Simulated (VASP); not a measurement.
# AlN (P1) in VASP: notebook

The runs below take AlN through single point, with PBE.

Program: VASP 6.6.1. These are calculated values, not measurements. Logs are shortened: lines on timing, memory, paths and dates and some standing lists are left out, and cuts for length are marked.

## (1) The cell of the first run

The typed cell holds 4 atoms: a = 3.111 Å, b = 3.111 Å, c = 4.978 Å, α = 90.00°, β = 90.00°, γ = 120.00°.

## (2) Single point, PBE (all Al atoms moved -0.075 Å, as atom 1 along Cartesian [1 1 1])

Input file INCAR:

```
PREC = Accurate
ENCUT = 520
EDIFF = 1E-6
ISMEAR = 0
SIGMA = 0.05
LREAL = F
LASPH = T
NELM = 80
ALGO = Normal
ISIF = 2
LWAVE = F
LCHARG = F
GGA = PE
NBANDS = 16
```

Input file KPOINTS:

```
Automatic mesh
0
Gamma
  6 6 4
```

Input file POSCAR:

```
AlN
1.0
    3.1110021516      0.0000000000      0.0000000000
   -1.5555010758      2.6942068945      0.0000000000
    0.0000000000      0.0000000000      4.9780000000
Al N
2 2
Direct
    0.3113785847      0.6505946752     -0.0086985276
    0.6447119180      0.3172613419      0.4913014724
    0.3333333333      0.6666666667      0.3850000000
    0.6666666667      0.3333333333      0.8850000000
```

Potentials or basis: VASP PAW PBE potentials, release 64 (Al, N).

Launch:

```
> cat potpaw_PBE.64/Al/POTCAR potpaw_PBE.64/N/POTCAR > POTCAR
> mpirun -np 1 vasp_std > vasp.out
```

OUTCAR:

```text
PREC = Accurate
   ENCUT = 520
   EDIFF = 1E-6
   ISMEAR = 0
   LREAL = F
   LASPH = T
   NELM = 80
   ISIF = 2
   GGA = PE

 ion  position               nearest neighbor table
   1  0.311  0.651  0.991-   4 1.82   4 1.89   4 1.91   3 1.96   2 3.07   2 3.07   2 3.07   2 3.07
                             2 3.07   2 3.07
   2  0.645  0.317  0.491-   3 1.83   3 1.86   3 1.93   4 1.96   1 3.07   1 3.07   1 3.07   1 3.07
                             1 3.07   1 3.07
   3  0.333  0.667  0.385-   2 1.83   2 1.86   2 1.93   1 1.96
   4  0.667  0.333  0.885-   1 1.82   1 1.89   1 1.91   2 1.96

  LATTYP: Found a hexagonal cell.
 ALAT       =     3.1110021516
 C/A-ratio  =     1.6001274694

  Lattice vectors:

 A1 = (   3.1110021516,   0.0000000000,   0.0000000000)
 A2 = (  -1.5555010758,   2.6942068945,   0.0000000000)
 A3 = (   0.0000000000,   0.0000000000,   4.9780000000)

Analysis of symmetry for initial positions (statically):
=====================================================================
 Subroutine PRICEL returns:
 Original cell was already a primitive cell.

 Routine SETGRP: Setting up the symmetry group for a
 hexagonal supercell.

 Subroutine GETGRP returns: Found  1 space group operations
 (whereof  1 operations were pure point group operations)
 out of a pool of 24 trial point group operations.

The static configuration has the point symmetry C_1 .

Analysis of symmetry for dynamics (positions and initial velocities):
=====================================================================
 Subroutine PRICEL returns:
 Original cell was already a primitive cell.

 Routine SETGRP: Setting up the symmetry group for a
 hexagonal supercell.

 Subroutine GETGRP returns: Found  1 space group operations
 (whereof  1 operations were pure point group operations)
 out of a pool of 24 trial point group operations.

The dynamic configuration has the point symmetry C_1 .

 Subroutine INISYM returns: Found  1 space group operations
 (whereof  1 operations are pure point group operations),
 and found     1 'primitive' translations

----------------------------------------------------------------------------------------

                                     Primitive cell

  volume of cell :      41.7240

  direct lattice vectors                    reciprocal lattice vectors
     3.111002152  0.000000000  0.000000000     0.321439829  0.185583372  0.000000000
    -1.555501076  2.694206895  0.000000000     0.000000000  0.371166744  0.000000000
     0.000000000  0.000000000  4.978000000     0.000000000  0.000000000  0.200883889

  length of vectors
     3.111002152  3.111002152  4.978000000     0.371166744  0.371166744  0.200883889

  position of ions in fractional coordinates (direct lattice)
     0.311378585  0.650594675  0.991301472
     0.644711918  0.317261342  0.491301472
     0.333333333  0.666666667  0.385000000
     0.666666667  0.333333333  0.885000000

  ion indices of the primitive-cell ions
   primitive index   ion index
                 1           1
                 2           2
                 3           3
                 4           4

----------------------------------------------------------------------------------------

 KPOINTS: Automatic mesh

Automatic generation of k-mesh.
 Grid dimensions read from file:
 generate k-points for:    6    6    4

 Generating k-lattice:

  Cartesian coordinates                     Fractional coordinates (reciprocal lattice)
     0.053573305  0.030930562  0.000000000     0.166666667  0.000000000  0.000000000
     0.000000000  0.061861124  0.000000000     0.000000000  0.166666667  0.000000000
     0.000000000  0.000000000  0.050220972     0.000000000  0.000000000  0.250000000

  Length of vectors
     0.061861124  0.061861124  0.050220972

  Shift w.r.t. Gamma in fractional coordinates (k-lattice)
     0.000000000  0.000000000  0.000000000

 Subroutine IBZKPT returns following result:
 ===========================================

 Found     76 irreducible k-points:

 Following reciprocal coordinates:
            Coordinates               Weight
  0.000000  0.000000  0.000000      1.000000
  0.166667  0.000000  0.000000      2.000000
  0.000000  0.166667  0.000000      2.000000
 -0.166667  0.166667  0.000000      2.000000
  0.333333  0.000000  0.000000      2.000000
  0.000000  0.333333  0.000000      2.000000
[... 16 lines left out ...]
  0.000000  0.166667  0.250000      2.000000
 -0.166667  0.166667  0.250000      2.000000
 [... further k-points ...]
   k-points           NKPTS =     76   k-points in BZ     NKDIM =     76   number of bands    NBANDS=     16
   number of dos      NEDOS =    301   number of ions     NIONS =      4
   total plane-waves  NPLWV =  23040
   dimension x,y,z NGX =    24 NGY =   24 NGZ =   40
   dimension x,y,z NGXF=    48 NGYF=   48 NGZF=   80
   ions per type =               2   2
   NGX,Y,Z   is equivalent  to a cutoff of  12.83, 12.83, 13.36 a.u.
   NGXF,Y,Z  is equivalent  to a cutoff of  25.65, 25.65, 26.72 a.u.
 SYSTEM =  unknown system
   PREC   = accura    normal or accurate (medium, high low for compatibility)
   ISTART =      0    job   : 0-new  1-cont  2-samecut
   ICHARG =      2    charge: 1-file 2-atom 10-const
   ISPIN  =      1    spin polarized calculation?
   LNONCOLLINEAR =      F non collinear calculations
   LSORBIT =      F    spin-orbit coupling
   LASPH  =      T    aspherical Exc in radial PAW
   ENCUT  =  520.0 eV  38.22 Ry    6.18 a.u.   5.78  5.78  9.26*2*pi/ulx,y,z
   NELM   =     80;   NELMIN=  2; NELMDL= -5     # of ELM steps
   EDIFF  = 0.1E-05   stopping-criterion for ELM
   LREAL  =      F    real-space projection
   EDIFFG = 0.1E-04   stopping-criterion for IOM
   NSW    =      0    number of steps for IOM
   IBRION =     -1    ionic relax: 0-MD 1-quasi-New 2-CG
   NFREE  =      0    steps in history (QN), initial steepest desc. (CG)
   ISIF   =      2    stress and relaxation
   ISYM   =      2    0-nonsym 1-usesym 2-fastsym
   POTIM  = 0.5000    time-step for ionic-motion
   TEBEG  =    0.0;   TEEND  =   0.0 temperature during run
   PSTRESS=    0.0 pullay stress
   NELECT =      16.0000    total number of electrons
   NUPDOWN=      -1.0000    fix difference up-down
   EMIN   =  10.00;   EMAX   =-10.00  energy-range for DOS
   EFERMI =   0.00;   METHOD = LEGACY
   ISMEAR =     0;   SIGMA  =   0.05  broadening in eV -4-tet -1-fermi 0-gaus
   EFERMI_NEDOS =   21; number of points for ismear=-14 and -15
   IALGO  =     38    algorithm
   IMIX   =      4    mixing-type and parameters
     AMIX     =   0.40;   BMIX     =  1.00
     AMIX_MAG =   1.60;   BMIX_MAG =  1.00
  volume/ion in A,a.u.               =      10.43        70.39
  Fermi-wavevector in a.u.,A,eV,Ry     =   1.189377  2.247596 19.247033  1.414617
  Thomas-Fermi vector in A             =   2.325485
   LORBIT       =      0    0 simple, 1 ext, 2 COOP (PROOUT), +10 PAW based schemes
   GGA     = PE    functional components
   LHFCALC =     F    Hartree Fock is set to
   AEXX    =    0.0000 exact exchange contribution
   IVDW    =     0    specifies the selected vdW correction
   LEPSILON=     F    determine dielectric tensor
   LRPA    =     F    only Hartree local field effects (RPA)
 non-spin polarized calculation
 Gauss-broadening in eV      SIGMA  =   0.05
  energy-cutoff  :      520.00
  volume of cell :       41.72
 maximum number of plane-waves:      1152
   NGX = 11   NGY = 11   NGZ = 19

 number of electron      15.9999998 magnetization

 Free energy of the ion-electron system (eV)
  ---------------------------------------------------
  ext. energy  EPLUGINS =         0.00000000
  ---------------------------------------------------
  free energy    TOTEN  =       -29.66686090 eV

  energy without entropy =      -29.66686090  energy(sigma->0) =      -29.66686090

 E-fermi :   6.6175     XC(G=0): -10.9141

 val. band max:        6.3684655070   @ k =   0.0000   0.0000   0.0000
 cond. band min:      10.3769162316   @ k =   0.0000   0.0000   0.0000
 fundamental gap:      4.0084507246
 Fermi energy:         6.6174904031

 k-point     1 :       0.0000    0.0000    0.0000
  band No.  band energies     occupation
      1      -9.0342      2.00000
      2      -6.8926      2.00000
      3       0.2347      2.00000
      4       5.1844      2.00000
      5       5.1912      2.00000
      6       5.8734      2.00000
[... 8 lines left out ...]
     15      19.2208      0.00000
     16      19.2386      0.00000

 k-point     2 :       0.1667    0.0000    0.0000
  band No.  band energies     occupation
      1      -8.6870      2.00000
      2      -6.7030      2.00000
      3       0.6516      2.00000
      4       3.8101      2.00000
      5       4.6041      2.00000
      6       4.8161      2.00000
[... 8 lines left out ...]
     15      18.5038      0.00000
     16      19.0252      0.00000

 k-point     3 :       0.0000    0.1667    0.0000
  band No.  band energies     occupation
      1      -8.6869      2.00000
      2      -6.7030      2.00000
      3       0.6516      2.00000
      4       3.8084      2.00000
      5       4.5809      2.00000
      6       4.8463      2.00000
[... 8 lines left out ...]
     15      18.4913      0.00000
     16      19.0331      0.00000

 k-point     4 :      -0.1667    0.1667    0.0000
  band No.  band energies     occupation
      1      -8.6869      2.00000
      2      -6.7029      2.00000
      3       0.6517      2.00000
      4       3.8067      2.00000
      5       4.5621      2.00000
      6       4.8722      2.00000
[... 8 lines left out ...]
     15      18.4828      0.00000
     16      19.0410      0.00000
[... 324 lines left out ...]
 k-point    22 :       0.1667    0.0000    0.2500
  band No.  band energies     occupation
      1      -8.4612      2.00000
      2      -7.0897      2.00000
      3       1.3078      2.00000
      4       3.8239      2.00000
      5       4.2468      2.00000
      6       4.9340      2.00000
[... 8 lines left out ...]
     15      18.4813      0.00000
     16      19.0133      0.00000

 k-point    23 :       0.0000    0.1667    0.2500
  band No.  band energies     occupation
      1      -8.4613      2.00000
      2      -7.0894      2.00000
      3       1.3046      2.00000
      4       3.8349      2.00000
      5       4.2425      2.00000
      6       4.9506      2.00000
[... 8 lines left out ...]
     15      18.5032      0.00000
     16      19.0307      0.00000

 k-point    24 :      -0.1667    0.1667    0.2500
  band No.  band energies     occupation
      1      -8.4618      2.00000
      2      -7.0887      2.00000
      3       1.2925      2.00000
      4       3.8757      2.00000
      5       4.2561      2.00000
      6       4.9630      2.00000
[... 8 lines left out ...]
     15      18.5747      0.00000
     16      19.0543      0.00000

 [... further k-points ...]
[... 5 lines left out ...]
  --------------------------------------------------------------------------------------
  -------------------------------------------------------------------------------------
  Total        1.8464419      1.8450646     -0.1685378      0.0778867      0.4534352      0.4534664
  in kB       70.9022606     70.8493745     -6.4717491      2.9908035     17.4116389     17.4128369
  external PRESSURE =      45.0932953 kB  Pullay stress =       0.0000000 kB

 VOLUME and BASIS-vectors are now :
 -----------------------------------------------------------------------------
  energy-cutoff  :      520.00
  volume of cell :       41.72
      direct lattice vectors                 reciprocal lattice vectors
     3.111002152  0.000000000  0.000000000     0.321439829  0.185583372  0.000000000
    -1.555501076  2.694206895  0.000000000     0.000000000  0.371166744  0.000000000
     0.000000000  0.000000000  4.978000000     0.000000000  0.000000000  0.200883889

 POSITION                                       TOTAL-FORCE (eV/Angst)
 -----------------------------------------------------------------------------------
     -0.04330      1.75284      4.93470         0.852387      0.744407      0.685306
      1.51220      0.85477      2.44570         0.636226      0.744162      0.679660
     -0.00000      1.79614      1.91653        -0.635008     -0.744162     -0.679468
      1.55550      0.89807      4.40553        -0.853605     -0.744407     -0.685498
 -----------------------------------------------------------------------------------
    total drift:                               -0.000390     -0.000376      0.000268

  FREE ENERGIE OF THE ION-ELECTRON SYSTEM (eV)
  ---------------------------------------------------
  free  energy   TOTEN  =       -29.6668608977 eV

  energy  without entropy=      -29.6668608977  energy(sigma->0) =      -29.66686090
```

Wall time 48 s (1 thread of Intel Xeon 8259CL, shared host); peak memory 0.18 GiB.

What came out:

```
Free energy            : -29.6669 eV
Pressure               : 4.5 GPa
Largest force          : 1.324 eV/Å
Band gap on the k mesh : 4.01 eV
```

Forces on the atoms (eV/Å):
```
Al   0.852  0.744  0.685
Al   0.636  0.744  0.680
N   -0.635 -0.744 -0.679
N   -0.854 -0.744 -0.685
```

Caveat: the cell differs from its parent crystal (all Al atoms moved -0.075 Å, as atom 1 along Cartesian [1 1 1]); the cell stands under pressure; forces of over 1 eV/Å act on the atoms, so gaps and moduli don't describe the material at rest.

## (3) Single point, PBE (all Al atoms moved +0.050 Å, as atom 1 along Cartesian [1 1 1])

Input file INCAR:

```
SYSTEM = AlN
PREC = Accurate
ENCUT = 520
EDIFF = 1E-6
ISMEAR = 0
SIGMA = 0.05
LREAL = .FALSE.
LASPH = .TRUE.
NELM = 60
ALGO = Normal
ISIF = 2
LWAVE = .FALSE.
LCHARG = .FALSE.
GGA = PE
NBANDS = 16
```

Input file KPOINTS:

```
regular mesh
0
G
  6 6 4
  0 0 0
```

Edit POSCAR of step 2 so:

```diff
@@ -8,4 +8,4 @@
 Direct
-    0.3113785847      0.6505946752     -0.0086985276
-    0.6447119180      0.3172613419      0.4913014724
+    0.3479698324      0.6773813276      0.0057990184
+    0.6813031657      0.3440479943      0.5057990184
     0.3333333333      0.6666666667      0.3850000000
```

Potentials or basis: VASP PAW PBE potentials, release 64 (Al, N).

Launch:

```
> cat potpaw_PBE.64/Al/POTCAR potpaw_PBE.64/N/POTCAR > POTCAR
> mpirun -np 1 vasp_std > vasp.out
```

Wall time 51 s (1 thread of Intel Xeon 8259CL, shared host); peak memory 0.18 GiB.

The run converged. Its results:

- Free energy: -29.7424 eV
- Pressure: 4.1 GPa
- Largest force: 0.650 eV/Å
- Band gap on the k mesh: 4.23 eV

Forces in eV/Å, atoms in the order of the input:
```
Al  -0.384 -0.425 -0.157
Al  -0.466 -0.425 -0.155
N    0.466  0.425  0.155
N    0.383  0.425  0.157
```

Stress tensor (GPa, compression positive):
```
 3.45  0.12 -1.22
 0.12  3.45 -1.22
-1.22 -1.22  5.37
```

Levels at points of the mesh, in eV from the valence-band top:
| k point | band 5 | band 6 | band 7 | band 8 | band 9 | band 10 | band 11 | band 12 |
| --- | --- | --- | --- | --- | --- | --- | --- | --- |
| (0.00, 0.00, 0.00) | -0.84 | -0.19 | -0.17 | 0.00 | 4.23 | 6.66 | 10.61 | 11.17 |
| (0.50, 0.00, 0.00) | -3.35 | -2.07 | -1.79 | -0.66 | 5.80 | 5.83 | 8.21 | 10.30 |
| (0.00, 0.50, 0.00) | -3.35 | -2.07 | -1.79 | -0.66 | 5.80 | 5.82 | 8.21 | 10.31 |
| (0.50, 0.50, 0.00) | -3.35 | -2.06 | -1.79 | -0.66 | 5.80 | 5.82 | 8.20 | 10.31 |
| (0.00, 0.00, 0.50) | -0.60 | -0.60 | -0.43 | -0.43 | 6.47 | 6.47 | 10.34 | 10.34 |
| (0.50, 0.00, 0.50) | -1.51 | -1.41 | -1.38 | -1.32 | 5.31 | 5.33 | 9.25 | 9.35 |
| (0.00, 0.50, 0.50) | -1.51 | -1.42 | -1.38 | -1.31 | 5.31 | 5.33 | 9.26 | 9.34 |
| (0.50, 0.50, 0.50) | -1.49 | -1.46 | -1.34 | -1.32 | 5.32 | 5.32 | 9.28 | 9.31 |

Caveat: the cell differs from its parent crystal (all Al atoms moved +0.050 Å, as atom 1 along Cartesian [1 1 1]); the cell stands under pressure.
